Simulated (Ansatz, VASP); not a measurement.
## KBr: VASP beside Ansatz

The input POSCAR:

```
KBr
1.0
    0.0000000000      3.1937250000      3.3418875000
    3.1937250000      0.0000000000      3.3418875000
    3.1937250000      3.1937250000      0.0000000000
K Br
1 1
Direct
    0.0000000000      0.0000000000      0.0000000000
    0.5000000000      0.5000000000      0.5000000000
```

File INCAR.step1:

```
PREC = Accurate
ENCUT = 520
ISMEAR = 0
SIGMA = 0.05
LREAL = False
LASPH = True
NELM = 100
NBANDS = 15
GGA = PE
ALGO = Normal
EDIFF = 1E-4
LWAVE = True
LCHARG = False
```

File INCAR.step2:

```
PREC = Accurate
ENCUT = 520
EDIFF = 1E-6
ISMEAR = 0
SIGMA = 0.05
LREAL = False
LASPH = True
NELM = 100
ALGO = Normal
ISIF = 2
LWAVE = False
LCHARG = False
METAGGA = R2SCAN
LMIXTAU = True
NBANDS = 15
ISTART = 1
```

File KPOINTS:

```
regular mesh
0
Gamma
  6 6 6
```

Input for Ansatz:

```yaml
crystal:
  lattice:
    - [0.0, 3.193725, 3.3418875]
    - [3.193725, 0.0, 3.3418875]
    - [3.193725, 3.193725, 0.0]
  atoms:
    - { symbol: K, position: [0.0, 0.0, 0.0] }
    - { symbol: Br, position: [0.5, 0.5, 0.5] }
basis:
  ecutwfc: 500
kpoints:
  mp_grid: { grid: [6, 6, 6] }
hamiltonian:
  xc: r2scan
scf:
  occupations: { method: gaussian, width: 0.05 }
output:
  forces: true
  stress: true
  eigenvalues: true
```

Change from the starting cell: strain -0.030 along x and y, +0.015 along z, atoms carried along.

Alike in both runs: task single point; functional r2SCAN; k mesh 6 × 6 × 6; occupations gaussian, width 0.05 eV; no spin polarisation.

```csv
,VASP,Ansatz
version,VASP 6.6.1,Ansatz 0.2.0
potentials or method,"VASP PAW PBE potentials, release 64 (K_sv, Br), cutoff 520 eV","scalar-relativistic, plane waves, PAW"
valence electrons in the cell,16,16
```

```tsv
	VASP	Ansatz	Ansatz less VASP
gap on the k mesh at the Fermi level (eV)	5.21	5.21	-0.002
least direct gap on the mesh (eV)	5.21	5.21	-0.002
pressure (GPa)	1.2	1.2	-0.01
traceless stress, the component that is largest in VASP (GPa)	-1.29	-1.28	+0.014
```

VASP's potentials were made for PBE, not for r2SCAN. With one functional, cell and mesh, what is left measures potentials, basis and numerics.
